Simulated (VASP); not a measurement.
Input of a VASP 6.6.1 run:

File POSCAR:

```
Ba8Hf8O23
1.0
    8.3151870000      0.0000000000      0.0000000000
    0.0000000000      8.3151870000      0.0000000000
    0.0000000000      0.0000000000      8.3151870000
Ba Hf O
8 8 23
Direct
    0.9907300000      0.9901260000      0.9998290000
    0.9930540000      0.9923340000      0.4991030000
    0.9912690000      0.5092340000      0.0000120000
    0.9929200000      0.5074960000      0.5000460000
    0.5098230000      0.9906100000      0.0000530000
    0.5082300000      0.9922600000      0.5000120000
    0.5103800000      0.5097120000      0.0002060000
    0.5080790000      0.5074280000      0.5009220000
    0.2507340000      0.2501000000      0.2332590000
    0.2503350000      0.2497200000      0.7667550000
    0.2506960000      0.7497000000      0.2531120000
    0.2504450000      0.7500740000      0.7469190000
    0.7504200000      0.2500140000      0.2531280000
    0.7506920000      0.2497560000      0.7469340000
    0.7505400000      0.7498360000      0.2500090000
    0.7505990000      0.7499160000      0.7500400000
    0.2504020000      0.2500790000      0.0000070000
    0.2506780000      0.7497260000      0.0000170000
    0.2504620000      0.7500260000      0.5000160000
    0.7507120000      0.2497930000      0.0000230000
    0.7504080000      0.2499800000      0.5000260000
    0.7504820000      0.7499330000      0.0000250000
    0.7506740000      0.7498410000      0.5000280000
    0.0066440000      0.2504430000      0.2695540000
    0.0059730000      0.2493530000      0.7314910000
    0.0006480000      0.7499090000      0.2466000000
    0.0005960000      0.7498960000      0.7536500000
    0.4951240000      0.2503860000      0.2683090000
    0.4944740000      0.2492700000      0.7307750000
    0.5005450000      0.7498230000      0.2466350000
    0.5004810000      0.7498290000      0.7532410000
    0.2511620000      0.0059690000      0.2692080000
    0.2500730000      0.0053050000      0.7317150000
    0.2510590000      0.4944650000      0.2685610000
    0.2499790000      0.4937930000      0.7304760000
    0.7506170000      0.9999530000      0.2467770000
    0.7505660000      0.9999080000      0.7534430000
    0.7505650000      0.4998400000      0.2464380000
    0.7504650000      0.4998060000      0.7534400000
```

Contents of INCAR.step1:

```
PREC = Accurate ; ENCUT = 520
EDIFF = 1E-5 ; ISMEAR = -1
SIGMA = 0.05 ; LREAL = Auto
LASPH = T ; NELM = 120
ALGO = Normal ; ISIF = 2
LWAVE = T ; LCHARG = F
NBANDS = 174 ; GGA = PE
NELECT = 296.0 ; ISYM = -1
GGA_COMPAT = F
```

INCAR.step2

```
PREC = Accurate ; ENCUT = 520
EDIFF = 1E-6 ; ISMEAR = -1
SIGMA = 0.05 ; LREAL = Auto
LASPH = T ; NELM = 120
ALGO = Normal ; ISIF = 2
LWAVE = F ; LCHARG = F
GGA = PE ; LHFCALC = T
HFSCREEN = 0.2079 ; PRECFOCK = Fast
NBANDS = 174 ; ISTART = 1
NELECT = 296.0 ; ISYM = -1
GGA_COMPAT = F
```

Contents of KPOINTS:

```
explicit points
1
Reciprocal
  0.25000000   0.25000000   0.25000000 1
```

Potentials or basis: VASP PAW PBE potentials, release 64 (Ba_sv, Hf_pv, O).

Run with:

```bash
$ cat potpaw_PBE.64/Ba_sv/POTCAR potpaw_PBE.64/Hf_pv/POTCAR potpaw_PBE.64/O/POTCAR > POTCAR
$ cp INCAR.step1 INCAR
$ mpirun -np 1 vasp_std > vasp.out
$ cp INCAR.step2 INCAR
$ mpirun -np 1 vasp_std > vasp.out
```

Task: What does it give for the largest force?

Result: 0.159 eV/Å.

Forces on the atoms (eV/Å):
```
Ba   0.078  0.075  0.003
Ba   0.008  0.009  0.009
Ba   0.070 -0.071  0.000
Ba   0.010 -0.009 -0.001
Ba  -0.069  0.071 -0.001
Ba  -0.012  0.010  0.000
Ba  -0.077 -0.078 -0.003
Ba  -0.008 -0.009 -0.009
Hf  -0.002 -0.001 -0.157
Hf   0.004  0.002  0.159
Hf   0.002  0.002  0.056
Hf  -0.002 -0.003 -0.055
Hf   0.000  0.003  0.055
Hf   0.002 -0.003 -0.056
Hf   0.000 -0.001 -0.019
Hf   0.000  0.002  0.019
O   -0.003 -0.001  0.000
O   -0.003  0.002  0.000
O   -0.003  0.000  0.000
O   -0.004  0.001  0.001
O   -0.002 -0.001  0.000
O   -0.003  0.001  0.001
O   -0.004  0.001  0.000
O    0.107 -0.007 -0.099
O    0.106  0.006  0.088
O    0.016  0.000  0.024
O    0.013 -0.001 -0.029
O   -0.105 -0.003 -0.087
O   -0.105  0.010  0.096
O   -0.008  0.000  0.025
O   -0.011  0.000 -0.022
O   -0.008  0.104 -0.095
O    0.002  0.105  0.087
O   -0.005 -0.106 -0.090
O    0.006 -0.106  0.100
O    0.002  0.014  0.023
O    0.003  0.010 -0.026
O    0.002 -0.011  0.029
O    0.005 -0.015 -0.026
```

Caveat: the cell carries a net charge on a neutralising background, which shifts energy and pressure; the PAW data sets were made with another functional, which shifts forces and pressure a little.
